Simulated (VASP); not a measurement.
A run of VASP 6.6.1 is set up as follows.

INCAR

```
ALGO = Normal
EDIFF = 1E-6
ENCUT = 520
GGA = PE
ISIF = 2
ISMEAR = 0
LASPH = True
LCHARG = True
LELF = True
LREAL = False
LVHAR = True
LWAVE = False
NBANDS = 10
NELM = 60
PREC = Accurate
SIGMA = 0.15
```

Contents of KPOINTS:

```
k-points
0
Gamma
  10 10 10
```

POSCAR

```
Re
1.0
    0.0000000000      1.9407919389      2.1513678642
    1.9407919389      0.0000000000      2.1513678642
    1.9407919389      1.9407919389      0.0000000000
Re
1
Direct
    0.0000000000      0.0000000000      0.0000000000
```

Potentials or basis: VASP PAW PBE potentials, release 64 (Re).

The run is started by

```sh
$ cat potpaw_PBE.64/Re/POTCAR > POTCAR
$ mpirun -np 1 vasp_std > vasp.out
```

**Question.** Estimate the pressure.

**Answer.** -22.9 GPa.

Stress tensor (GPa, compression positive):
```
-15.13   0.00   0.00
  0.00 -15.13   0.00
  0.00   0.00 -38.50
```
